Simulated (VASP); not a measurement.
Here is a VASP 6.6.1 calculation.

The input INCAR:

```
SYSTEM = CdAu
PREC     = Accurate       ! precision mode
ENCUT    = 520            ! plane-wave cutoff, eV
EDIFF    = 1E-6           ! SCF threshold, eV
ISMEAR   = 0              ! smearing method
SIGMA    = 0.15           ! smearing width, eV
LREAL    = .FALSE.        ! projectors in reciprocal space
LASPH    = .TRUE.         ! aspherical terms in the spheres
NELM     = 100            ! most SCF steps
ALGO     = Fast           ! electronic algorithm
ISIF     = 2              ! what is computed and relaxed
LWAVE    = .FALSE.        ! write WAVECAR
LCHARG   = .TRUE.         ! write CHGCAR
LELF     = .TRUE.         ! ELF
LVHAR    = .TRUE.       
NBANDS   = 18             ! bands
```

The input KPOINTS:

```
Automatic mesh
0
G
  21 21 12
  0 0 0
```

Contents of POSCAR:

```
CdAu
1.0
    2.9081138244      0.0000000000      0.0000000000
   -1.4540569122      2.5185004491      0.0000000000
    0.0000000000      0.0000000000      5.1959666257
Cd Au
1 1
Direct
    0.0000000000      0.0000000000      0.0000000000
    0.3333333333      0.6666666667      0.5000000000
```

Potentials or basis: VASP PAW LDA potentials, release 64 (Cd, Au).

Launch:

```console
$ cat potpaw_LDA.64/Cd/POTCAR potpaw_LDA.64/Au/POTCAR > POTCAR
$ mpirun -np 1 vasp_std > vasp.out
```

(1) Estimate the pressure.

(2) What does it give for the band gap on the k mesh?

## Answers

(1) -6.5 GPa.

(2) zero (an odd number of electrons rules out a gap without spin polarisation).

Caveat: the stress differs along the axes, from -10 to -5 GPa; spin-orbit coupling is left out, which moves the levels of the heavy elements.
